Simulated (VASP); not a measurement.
**B: single point with r2SCAN**

The system is B.

```
CELL_PARAMETERS angstrom
1.33328 0.76977 1.08871
-1.33328 0.76977 1.08871
0.00000 -1.53954 1.08871
ATOMIC_POSITIONS crystal
B 0.50000 0.50000 0.50000
```

This isn't the form of B at room conditions, which is rhombohedral.

```json
{"Program": "VASP 6.6.1", "Task": "single point", "Functional": "r2SCAN", "Potentials or basis": "VASP PAW PBE potentials, release 64 (B)", "Cutoff": "520 eV", "k mesh": "30 × 30 × 30", "Occupations": "gaussian, width 0.1 eV", "Spin": "no spin polarisation"}
```

| Item | Value |
| --- | --- |
| Pressure | 0.0 GPa |
| Band gap on the k mesh | zero (an odd number of electrons rules out a gap without spin polarisation) |

Levels at points of the mesh, in eV from the Fermi level:
```csv
k point,band 1,band 2,band 3,band 4,band 5,band 6,band 7
"(0.00, 0.00, 0.00)",-16.82,14.67,14.67,14.67,25.02,25.02,35.65
"(0.50, 0.00, 0.00)",-8.66,-6.78,18.89,18.89,32.38,32.71,38.18
"(0.50, 0.50, 0.00)",-2.04,-2.04,4.42,8.73,22.35,42.68,42.68
"(0.50, 0.50, 0.50)",3.77,3.77,3.77,17.17,17.17,17.17,18.92
```

Run time: 3.2 min on 1 thread of AMD EPYC 9R45 96-Core Processor (Zen 5) (shared host), peak memory 0.18 GiB.

Caveat: the PAW data sets were made with another functional, which shifts forces and pressure a little.
